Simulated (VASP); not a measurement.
# GaN (I-42d) in VASP: further runs

The runs below take GaN through single point, relaxation of cell and atoms, with PBE.

Everything below comes from runs of VASP 6.6.1. Logs are shortened: lines on timing, memory, paths and dates and some standing lists are left out, and cuts for length are marked.

## 1. The cell of the first run

Symmetry: I-42d, No. 122, tetragonal system. The conventional cell has a = 7.081 Å, b = 7.081 Å, c = 5.007 Å, α = 90.00°, β = 90.00°, γ = 90.00°. Within 2.4 Å of Ga (site symmetry 2) lie 3 N at 1.77 Å. Within 2.4 Å of N (site symmetry 2) lie 3 Ga at 1.77 Å.

The cell was built from a structure type or drawn by symmetry, and may not be a known phase.

## 2. Single point, PBE

Input file INCAR:

```
ALGO = Normal
EDIFF = 1E-6
ENCUT = 520
GGA = PE
ISIF = 2
ISMEAR = 0
LASPH = T
LCHARG = F
LREAL = F
LWAVE = F
NBANDS = 46
NELM = 60
PREC = Accurate
SIGMA = 0.1
```

Input file KPOINTS:

```
k-points
0
Gamma
  4 4 4
```

Input file POSCAR:

```
GaN
1.0
   -3.5402888700      3.5402888700      2.5033604200
    3.5402888700     -3.5402888700      2.5033604200
    3.5402888700      3.5402888700     -2.5033604200
Ga N
4 4
Direct
    0.2500001200      0.1250000000      0.6250001200
    0.4999998800      0.6250000000      0.3749998800
    0.8750000000      0.5000001200      0.1250001200
    0.3750000000      0.7499998800      0.8749998800
    0.8750000000      0.7499998800      0.3749998800
    0.3750000000      0.5000001200      0.6250001200
    0.2500001200      0.6250000000      0.1250001200
    0.4999998800      0.1250000000      0.8749998800
```

Potentials or basis: VASP PAW PBE potentials, release 64 (Ga_d, N).

On the command line:

```sh
cat potpaw_PBE.64/Ga_d/POTCAR potpaw_PBE.64/N/POTCAR > POTCAR
mpirun -np 1 vasp_std > vasp.out
```

OUTCAR:

```text
EDIFF = 1E-6
   ENCUT = 520
   GGA = PE
   ISIF = 2
   ISMEAR = 0
   LASPH = T
   LREAL = F
   NELM = 60
   PREC = Accurate

 ion  position               nearest neighbor table
   1  0.250  0.125  0.625-   8 1.77   6 1.77   5 1.77
   2  0.500  0.625  0.375-   7 1.77   6 1.77   5 1.77
   3  0.875  0.500  0.125-   5 1.77   7 1.77   8 1.77
   4  0.375  0.750  0.875-   6 1.77   7 1.77   8 1.77
   5  0.875  0.750  0.375-   3 1.77   2 1.77   1 1.77
   6  0.375  0.500  0.625-   4 1.77   2 1.77   1 1.77
   7  0.250  0.625  0.125-   2 1.77   3 1.77   4 1.77
   8  0.500  0.125  0.875-   1 1.77   3 1.77   4 1.77

  LATTYP: Found a body centered tetragonal cell.
 ALAT       =     7.0805777400
 C/A-ratio  =     0.7071062594

  Lattice vectors:

 A1 = (  -3.5402888700,   3.5402888700,   2.5033604200)
 A2 = (   3.5402888700,  -3.5402888700,   2.5033604200)
 A3 = (   3.5402888700,   3.5402888700,  -2.5033604200)

Analysis of symmetry for initial positions (statically):
=====================================================================
 Subroutine PRICEL returns:
 Original cell was already a primitive cell.

 Routine SETGRP: Setting up the symmetry group for a
 body centered tetragonal supercell.

 Subroutine GETGRP returns: Found  8 space group operations
 (whereof  4 operations were pure point group operations)
 out of a pool of 16 trial point group operations.

The static configuration has the point symmetry S_4 .
 The point group associated with its full space group is D_2d.

Analysis of symmetry for dynamics (positions and initial velocities):
=====================================================================
 Subroutine PRICEL returns:
 Original cell was already a primitive cell.

 Routine SETGRP: Setting up the symmetry group for a
 body centered tetragonal supercell.

 Subroutine GETGRP returns: Found  8 space group operations
 (whereof  4 operations were pure point group operations)
 out of a pool of 16 trial point group operations.

The dynamic configuration has the point symmetry S_4 .
 The point group associated with its full space group is D_2d.

 Subroutine INISYM returns: Found  8 space group operations
 (whereof  4 operations are pure point group operations),
 and found     1 'primitive' translations

----------------------------------------------------------------------------------------

                                     Primitive cell

  volume of cell :     125.5049

  direct lattice vectors                    reciprocal lattice vectors
    -3.540288870  3.540288870  2.503360420     0.000000000  0.141231413  0.199731527
     3.540288870 -3.540288870  2.503360420     0.141231413  0.000000000  0.199731527
     3.540288870  3.540288870 -2.503360420     0.141231413  0.141231413  0.000000000

  length of vectors
     5.597687376  5.597687376  5.597687376     0.244620104  0.244620104  0.199731380

  position of ions in fractional coordinates (direct lattice)
     0.250000120  0.125000000  0.625000120
     0.499999880  0.625000000  0.374999880
     0.875000000  0.500000120  0.125000120
     0.375000000  0.749999880  0.874999880
     0.875000000  0.749999880  0.374999880
     0.375000000  0.500000120  0.625000120
     0.250000120  0.625000000  0.125000120
     0.499999880  0.125000000  0.874999880

  ion indices of the primitive-cell ions
   primitive index   ion index
                 1           1
                 2           2
                 3           3
                 4           4
                 5           5
                 6           6
                 7           7
                 8           8

----------------------------------------------------------------------------------------

 KPOINTS: k-points

Automatic generation of k-mesh.
 Grid dimensions read from file:
 generate k-points for:    4    4    4

 Generating k-lattice:

  Cartesian coordinates                     Fractional coordinates (reciprocal lattice)
     0.000000000  0.035307853  0.049932882     0.250000000  0.000000000  0.000000000
     0.035307853  0.000000000  0.049932882     0.000000000  0.250000000  0.000000000
     0.035307853  0.035307853  0.000000000     0.000000000  0.000000000  0.250000000

  Length of vectors
     0.061155026  0.061155026  0.049932845

  Shift w.r.t. Gamma in fractional coordinates (k-lattice)
     0.000000000  0.000000000  0.000000000

 Subroutine IBZKPT returns following result:
 ===========================================

 Found     13 irreducible k-points:

 Following reciprocal coordinates:
            Coordinates               Weight
  0.000000  0.000000  0.000000      1.000000
  0.250000 -0.000000  0.000000      8.000000
  0.500000 -0.000000  0.000000      4.000000
  0.250000  0.250000  0.000000      8.000000
  0.500000  0.250000  0.000000     16.000000
 -0.250000  0.250000  0.000000      4.000000
  0.500000  0.500000  0.000000      2.000000
  0.250000  0.250000  0.250000      2.000000
 -0.250000  0.250000  0.250000      4.000000
  0.500000  0.500000  0.250000      4.000000
 -0.250000  0.500000  0.250000      8.000000
 -0.250000 -0.250000  0.250000      2.000000
  0.500000  0.500000  0.500000      1.000000
   k-points           NKPTS =     13   k-points in BZ     NKDIM =     13   number of bands    NBANDS=     46
   number of dos      NEDOS =    301   number of ions     NIONS =      8
   total plane-waves  NPLWV =  74088
   dimension x,y,z NGX =    42 NGY =   42 NGZ =   42
   dimension x,y,z NGXF=    84 NGYF=   84 NGZF=   84
   ions per type =               4   4
   NGX,Y,Z   is equivalent  to a cutoff of  12.47, 12.47, 12.47 a.u.
   NGXF,Y,Z  is equivalent  to a cutoff of  24.95, 24.95, 24.95 a.u.
 SYSTEM =  unknown system
   PREC   = accura    normal or accurate (medium, high low for compatibility)
   ISTART =      0    job   : 0-new  1-cont  2-samecut
   ICHARG =      2    charge: 1-file 2-atom 10-const
   ISPIN  =      1    spin polarized calculation?
   LNONCOLLINEAR =      F non collinear calculations
   LSORBIT =      F    spin-orbit coupling
   LASPH  =      T    aspherical Exc in radial PAW
   ENCUT  =  520.0 eV  38.22 Ry    6.18 a.u.  10.41 10.41 10.41*2*pi/ulx,y,z
   NELM   =     60;   NELMIN=  2; NELMDL= -5     # of ELM steps
   EDIFF  = 0.1E-05   stopping-criterion for ELM
   LREAL  =      F    real-space projection
[... 7 lines left out ...]
   TEBEG  =    0.0;   TEEND  =   0.0 temperature during run
   PSTRESS=    0.0 pullay stress
   NELECT =      72.0000    total number of electrons
   NUPDOWN=      -1.0000    fix difference up-down
   EMIN   =  10.00;   EMAX   =-10.00  energy-range for DOS
   EFERMI =   0.00;   METHOD = LEGACY
   ISMEAR =     0;   SIGMA  =   0.10  broadening in eV -4-tet -1-fermi 0-gaus
   EFERMI_NEDOS =   21; number of points for ismear=-14 and -15
   IALGO  =     38    algorithm
   IMIX   =      4    mixing-type and parameters
     AMIX     =   0.40;   BMIX     =  1.00
     AMIX_MAG =   1.60;   BMIX_MAG =  1.00
  volume/ion in A,a.u.               =      15.69       105.87
  Fermi-wavevector in a.u.,A,eV,Ry     =   1.360292  2.570579 25.176135  1.850394
  Thomas-Fermi vector in A             =   2.486966
   LORBIT       =      0    0 simple, 1 ext, 2 COOP (PROOUT), +10 PAW based schemes
   GGA     = PE    functional components
   LHFCALC =     F    Hartree Fock is set to
   AEXX    =    0.0000 exact exchange contribution
   IVDW    =     0    specifies the selected vdW correction
   LEPSILON=     F    determine dielectric tensor
   LRPA    =     F    only Hartree local field effects (RPA)
 non-spin polarized calculation
 Gauss-broadening in eV      SIGMA  =   0.10
  energy-cutoff  :      520.00
  volume of cell :      125.50
 maximum number of plane-waves:      3406
 NGX is ok and might be reduce to    42
   NGX = 21   NGY = 21   NGZ = 21

 number of electron      71.9999974 magnetization

 Free energy of the ion-electron system (eV)
  ---------------------------------------------------
  ext. energy  EPLUGINS =         0.00000000
  ---------------------------------------------------
  free energy    TOTEN  =       -43.78482868 eV

  energy without entropy =      -43.78482868  energy(sigma->0) =      -43.78482868

 E-fermi :   2.7852     XC(G=0):  -9.4823

 val. band max:        2.2686710555   @ k =  -0.2500   0.2500   0.2500
 cond. band min:       4.1726429076   @ k =   0.0000   0.0000   0.0000
 fundamental gap:      1.9039718521
 Fermi energy:         2.7851690394

 k-point     1 :       0.0000    0.0000    0.0000
  band No.  band energies     occupation
      1     -13.7678      2.00000
      2     -12.9143      2.00000
      3     -12.9143      2.00000
      4     -12.8898      2.00000
      5     -11.2582      2.00000
      6     -11.1449      2.00000
[... 38 lines left out ...]
     45      10.6780      0.00000
     46      12.7287      0.00000

 k-point     2 :       0.2500   -0.0000    0.0000
  band No.  band energies     occupation
      1     -13.6204      2.00000
      2     -13.0282      2.00000
      3     -12.9741      2.00000
      4     -12.8423      2.00000
      5     -11.2395      2.00000
      6     -11.1949      2.00000
[... 38 lines left out ...]
     45      11.4867      0.00000
     46      11.8957      0.00000

 k-point     3 :       0.5000   -0.0000    0.0000
  band No.  band energies     occupation
      1     -13.4059      2.00000
      2     -13.1019      2.00000
      3     -13.0967      2.00000
      4     -12.8358      2.00000
      5     -11.2231      2.00000
      6     -11.2111      2.00000
[... 479 lines left out ...]
     45      11.5299      0.00000
     46      11.7596      0.00000

 k-point    13 :       0.5000    0.5000    0.5000
  band No.  band energies     occupation
      1     -13.2854      2.00000
      2     -13.2854      2.00000
      3     -12.9217      2.00000
      4     -12.9217      2.00000
      5     -11.2204      2.00000
      6     -11.2204      2.00000
[... 38 lines left out ...]
     45      10.5149      0.00000
     46      10.5149      0.00000

------------------------ aborting loop because EDIFF is reached ----------------------------------------

  FORCE on cell =-STRESS in cart. coord.  units (eV):
  Direction    XX          YY          ZZ          XY          YZ          ZX
  --------------------------------------------------------------------------------------
  -------------------------------------------------------------------------------------
  Total       15.5985707     15.5985707     17.7018774      0.0000000     -0.0000000     -0.0000000
  in kB      199.1290479    199.1290479    225.9795495      0.0000000     -0.0000000     -0.0000000
  external PRESSURE =     208.0792151 kB  Pullay stress =       0.0000000 kB

 VOLUME and BASIS-vectors are now :
 -----------------------------------------------------------------------------
  energy-cutoff  :      520.00
  volume of cell :      125.50
      direct lattice vectors                 reciprocal lattice vectors
    -3.540288870  3.540288870  2.503360420     0.000000000  0.141231413  0.199731527
     3.540288870 -3.540288870  2.503360420     0.141231413  0.000000000  0.199731527
     3.540288870  3.540288870 -2.503360420     0.141231413  0.141231413  0.000000000

 POSITION                                       TOTAL-FORCE (eV/Angst)
 -----------------------------------------------------------------------------------
      1.77014      2.65522     -0.62584         0.000000      0.382215     -0.000000
      1.77014      0.88507      1.87752         0.000000     -0.382215      0.000000
     -0.88507      1.77014      3.12920         0.382215      0.000000     -0.000000
      4.42536      1.77014      0.62584        -0.382215      0.000000      0.000000
      0.88507      1.77014      3.12920        -0.421014      0.000000      0.000000
      2.65522      1.77014      0.62584         0.421014      0.000000      0.000000
      1.77014     -0.88507      1.87752        -0.000000      0.421014      0.000000
      1.77014      4.42536     -0.62584         0.000000     -0.421014      0.000000
 -----------------------------------------------------------------------------------
    total drift:                                0.000004      0.000004      0.000007

  FREE ENERGIE OF THE ION-ELECTRON SYSTEM (eV)
  ---------------------------------------------------
  free  energy   TOTEN  =       -43.7848286811 eV

  energy  without entropy=      -43.7848286811  energy(sigma->0) =      -43.78482868
```

Wall time 53 s (1 thread of Intel Xeon 6975P-C (Granite Rapids), shared host); peak memory 0.27 GiB.

What came out:

- Free energy: -43.7848 eV
- Pressure: 20.8 GPa
- Largest force: 0.421 eV/Å
- Band gap on the k mesh: 1.90 eV (least direct gap 2.01 eV)

Forces on the atoms (eV/Å):
```
Ga   0.000  0.382  0.000
Ga   0.000 -0.382  0.000
Ga   0.382  0.000  0.000
Ga  -0.382  0.000  0.000
N   -0.421  0.000  0.000
N    0.421  0.000  0.000
N    0.000  0.421  0.000
N    0.000 -0.421  0.000
```

Levels at points of the mesh, in eV from the valence-band top:
| k point | band 32 | band 33 | band 34 | band 35 | band 36 | band 37 | band 38 | band 39 | band 40 | band 41 |
| --- | --- | --- | --- | --- | --- | --- | --- | --- | --- | --- |
| (0.00, 0.00, 0.00) | -1.46 | -0.83 | -0.60 | -0.60 | -0.10 | 1.90 | 4.62 | 4.62 | 5.08 | 6.24 |
| (0.50, 0.00, 0.00) | -1.36 | -1.16 | -0.76 | -0.41 | -0.10 | 4.55 | 4.58 | 4.71 | 5.45 | 5.95 |
| (0.50, 0.50, 0.00) | -2.60 | -0.93 | -0.93 | -0.24 | -0.24 | 3.90 | 3.90 | 4.61 | 4.61 | 6.38 |
| (0.50, 0.50, 0.50) | -2.69 | -0.44 | -0.44 | -0.21 | -0.21 | 4.18 | 4.18 | 4.84 | 4.84 | 6.99 |

Caveat: the cell stands under pressure.

## 3. Single point, PBE

This run uses another cell than the first one, of 18.11 Å³/atom.

Input file INCAR:

```
SYSTEM = GaN
PREC = Accurate
ENCUT = 520
EDIFF = 1E-6
ISMEAR = 0
SIGMA = 0.1
LREAL = .FALSE.
LASPH = .TRUE.
NELM = 80
ALGO = Normal
ISIF = 2
LWAVE = .FALSE.
LCHARG = .FALSE.
GGA = PE
NBANDS = 46
```

Input file KPOINTS:

```
Automatic mesh
0
G
  4 4 4
  0 0 0
```

Input file POSCAR:

```
GaN
1.0
   -3.6104136280      3.6104136280      2.7783280295
    3.6104136280     -3.6104136280      2.7783280295
    3.6104136280      3.6104136280     -2.7783280295
Ga N
4 4
Direct
    0.2476157285      0.1250000000      0.6226157285
    0.5023842715      0.6250000000      0.3773842715
    0.8750000000      0.4976157285      0.1226157285
    0.3750000000      0.7523842715      0.8773842715
    0.8750000000      0.7537480116      0.3787480116
    0.3750000000      0.4962519884      0.6212519884
    0.2462519884      0.6250000000      0.1212519884
    0.5037480116      0.1250000000      0.8787480116
```

Potentials or basis: VASP PAW PBE potentials, release 64 (Ga_d, N).

On the command line:

```sh
cat potpaw_PBE.64/Ga_d/POTCAR potpaw_PBE.64/N/POTCAR > POTCAR
mpirun -np 1 vasp_std > vasp.out
```

Run time: 70 s. Hardware: 1 thread of Intel Xeon 6975P-C (Granite Rapids), shared host; peak memory 0.34 GiB.

It converged, with:

```
Free energy            : -44.9601 eV
Pressure               : -0.2 GPa
Largest force          : 0.006 eV/Å
Band gap on the k mesh : 1.30 eV (least direct gap 1.39 eV)
```

Forces on the atoms (eV/Å):
```
Ga   0.000 -0.005  0.000
Ga   0.000  0.005  0.000
Ga  -0.005  0.000  0.000
Ga   0.005  0.000  0.000
N   -0.006  0.000  0.000
N    0.006  0.000  0.000
N    0.000  0.006  0.000
N    0.000 -0.006  0.000
```

Stress tensor (GPa, compression positive):
```
-0.23  0.00  0.00
 0.00 -0.23  0.00
 0.00  0.00 -0.05
```

Levels at points of the mesh, in eV from the valence-band top:
```tsv
k point	band 33	band 34	band 35	band 36	band 37	band 38	band 39	band 40
(0.00, 0.00, 0.00)	-0.99	-0.43	-0.43	-0.09	1.30	4.49	4.49	4.93
(0.50, 0.00, 0.00)	-1.03	-0.57	-0.50	-0.07	3.71	4.34	4.34	4.86
(0.50, 0.50, 0.00)	-0.85	-0.85	-0.20	-0.20	3.79	3.79	3.91	3.91
(0.50, 0.50, 0.50)	-0.45	-0.45	-0.08	-0.08	4.07	4.07	4.10	4.10
```

A k mesh can miss the band edges.

## 4. Single point, PBE

This run uses another cell than the first one, of 18.07 Å³/atom.

Input file INCAR:

```
PREC = Accurate ; ENCUT = 520
EDIFF = 1E-6 ; ISMEAR = 0
SIGMA = 0.02 ; LREAL = False
LASPH = True ; NELM = 100
ALGO = Normal ; ISIF = 2
LWAVE = False ; LCHARG = False
GGA = PE ; NBANDS = 46
```

Input file KPOINTS:

```
Automatic mesh
0
Gamma
  6 6 6
```

Input file POSCAR:

```
GaN
1.0
   -3.5849692158      3.5849692158      2.8112734706
    3.5849692158     -3.5849692158      2.8112734706
    3.5849692158      3.5849692158     -2.8112734706
Ga N
4 4
Direct
    0.2465699495      0.1250000000      0.6215699495
    0.5034300505      0.6250000000      0.3784300505
    0.8750000000      0.4965699495      0.1215699495
    0.3750000000      0.7534300505      0.8784300505
    0.8750000000      0.7548644097      0.3798644097
    0.3750000000      0.4951355903      0.6201355903
    0.2451355903      0.6250000000      0.1201355903
    0.5048644097      0.1250000000      0.8798644097
```

Potentials or basis: VASP PAW PBE potentials, release 64 (Ga_d, N).

On the command line:

```sh
cat potpaw_PBE.64/Ga_d/POTCAR potpaw_PBE.64/N/POTCAR > POTCAR
mpirun -np 1 vasp_std > vasp.out
```

OUTCAR:

```text
PREC = Accurate
   ENCUT = 520
   EDIFF = 1E-6
   ISMEAR = 0
   LREAL = False
   LASPH = True
   NELM = 100
   ISIF = 2
   GGA = PE

 ion  position               nearest neighbor table
   1  0.247  0.125  0.622-   8 1.85   6 1.86   5 1.86
   2  0.503  0.625  0.378-   7 1.85   6 1.86   5 1.86
   3  0.875  0.497  0.122-   5 1.85   7 1.86   8 1.86
   4  0.375  0.753  0.878-   6 1.85   7 1.86   8 1.86
[... 1394 lines left out ...]
  -------------------------------------------------------------------------------------
  Total       -0.1979776     -0.1979776     -0.1507159      0.0000000     -0.0000000      0.0000000
  in kB       -2.1947881     -2.1947881     -1.6708428      0.0000000     -0.0000000      0.0000000
  external PRESSURE =      -2.0201397 kB  Pullay stress =       0.0000000 kB

 VOLUME and BASIS-vectors are now :
 -----------------------------------------------------------------------------
  energy-cutoff  :      520.00
  volume of cell :      144.52
      direct lattice vectors                 reciprocal lattice vectors
    -3.584969216  3.584969216  2.811273471     0.000000000  0.139471212  0.177855340
     3.584969216 -3.584969216  2.811273471     0.139471212  0.000000000  0.177855340
     3.584969216  3.584969216 -2.811273471     0.139471212  0.139471212  0.000000000

 POSITION                                       TOTAL-FORCE (eV/Angst)
 -----------------------------------------------------------------------------------
      1.79248      2.66413     -0.70282        -0.000000      0.009059      0.000000
      1.79248      0.92084      2.10846        -0.000000     -0.009059     -0.000000
     -0.92084      1.79248      3.51409         0.009059      0.000000      0.000000
      4.50580      1.79248      0.70282        -0.009059      0.000000     -0.000000
      0.93112      1.79248      3.51409        -0.007398      0.000000     -0.000000
      2.65385      1.79248      0.70282         0.007398     -0.000000      0.000000
      1.79248     -0.93112      2.10846        -0.000000      0.007398      0.000000
      1.79248      4.51609     -0.70282        -0.000000     -0.007398     -0.000000
 -----------------------------------------------------------------------------------
    total drift:                                0.000001      0.000001      0.000006

  FREE ENERGIE OF THE ION-ELECTRON SYSTEM (eV)
  ---------------------------------------------------
  free  energy   TOTEN  =       -44.9617895883 eV

  energy  without entropy=      -44.9617895883  energy(sigma->0) =      -44.96178959
```

Wall time 2.7 min (1 thread of Intel Xeon 6975P-C (Granite Rapids), shared host); peak memory 0.38 GiB.

Results:

- Free energy: -44.9618 eV
- Pressure: -0.2 GPa
- Largest force: 0.009 eV/Å
- Band gap on the k mesh: 1.32 eV (least direct gap 1.41 eV)

Forces on the atoms (eV/Å):
```
Ga   0.000  0.009  0.000
Ga   0.000 -0.009  0.000
Ga   0.009  0.000  0.000
Ga  -0.009  0.000  0.000
N   -0.007  0.000  0.000
N    0.007  0.000  0.000
N    0.000  0.007  0.000
N    0.000 -0.007  0.000
```

A k mesh can miss the band edges.

(Continued in part 2 of 2.)
